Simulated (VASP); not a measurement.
Runs of VASP 6.6.1 on SrMg. The structure is that of space group Pm-3m (No. 221), or close to it. The cells are those of the table. 

| task | cell | smearing | gap on the mesh (eV) | pressure (GPa) |
| --- | --- | --- | --- | --- |
| electric field gradients | a = 3.900 Å, 2 atoms | tetrahedron | none | 3.3 |
| single point | a = 3.289 Å, 2 atoms | fermi-dirac 0.05 eV | none | (a) |
| electric field gradients | a = 3.900 Å, 2 atoms | fermi-dirac 0.05 eV | none | 3.3 |
| electric field gradients | a = 3.694 Å, 2 atoms | fermi-dirac 0.05 eV | none | 10.9 |

Alike in all rows: level LDA; potentials or basis VASP PAW LDA potentials, release 64 (Sr_sv, Mg); no spin polarisation; k mesh 9 × 9 × 9; cutoff (eV) 520.

Q: Fill in the values left out.

A: (a) 44.0.

Caveats: the cell stands under pressure; tetrahedron occupations give inexact forces and stress in metals (at least some runs).

A k mesh can miss the band edges, and the runs leave out spin-orbit coupling on Sr.

A gap of «none» marks levels without a gap at the run's occupations.
